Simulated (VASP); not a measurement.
The system is SbH.

```
Sb H
1.0
     0.00000    1.87682    1.87682
     1.87682    0.00000    1.87682
     1.87682    1.87682    0.00000
Sb H
1 1
Direct
  0.00000 0.00000 0.00000
  0.50000 0.50000 0.50000
```

```yaml
Program: VASP 6.6.1
Task: relaxation of cell and atoms
Functional: PBE
Potentials_or_basis: VASP PAW PBE potentials, release 64 (Sb, H)
Cutoff: 600 eV
k_mesh: 10 × 10 × 10
Occupations: gaussian, width 0.1 eV
Spin: no spin polarisation
```

At the start: pressure 316.0 GPa; volume 6.61 Å³/atom.

Where does the relaxation end?

Over 5 steps the energy falls by 3875.5 meV/atom and the volume is 14.80 Å³/atom (+123.8 %); space group Fm-3m (No. 225, to 0.05 Å).

Step by step:
```tsv
step	energy change (eV)	largest force (eV/Å)	pressure (GPa)	volume (Å³)
1	0.0000	0.0000	315.99	13.22
2	-6.0638	0.0000	-10.96	57.16
3	-7.7488	0.0000	1.32	29.04
4	-7.7471	0.0000	-1.64	30.33
5	-7.7510	0.0000	-0.04	29.60
```

Final structure:
```
Sb H
1.0
     0.00000    2.45512    2.45512
     2.45512    0.00000    2.45512
     2.45512    2.45512    0.00000
Sb H
1 1
Direct
  0.00000 0.00000 0.00000
  0.50000 0.50000 0.50000
```

Caveat: the volume moved by over 15 % at a fixed basis, so the end points are rough.
